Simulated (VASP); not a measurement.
Crystal: TePb.

```
Pb Te
1.0
     0.00000    3.23100    3.23100
     3.23100    0.00000    3.23100
     3.23100    3.23100    0.00000
Pb Te
1 1
Direct
  0.00000 0.00000 0.00000
  0.50000 0.50000 0.50000
```

Base run:

```yaml
Program: VASP 6.6.1
Functional: PBE
Potentials_or_basis: VASP PAW PBE potentials, release 64 (Pb_d, Te)
Cutoff: 520 eV
k_mesh: 10 × 10 × 10
Occupations: gaussian, width 0.03 eV
Spin: non-collinear spin, zero start, spin-orbit coupling
Starting_moments: "[[0.0, 0.0, 0.0], [0.0, 0.0, 0.0]] μB"
```

Its results: pressure 2.0 GPa; net moment 0.00 μB per cell.

**Question.** The run is repeated on the same cell with these changes: functional from PBE to LDA; potentials or basis from VASP PAW PBE potentials, release 64 (Pb_d, Te) to VASP PAW LDA potentials, release 64 (Pb_d, Te). What comes out?

**Answer.** Pressure -1.8 GPa; net moment 0.00 μB per cell.
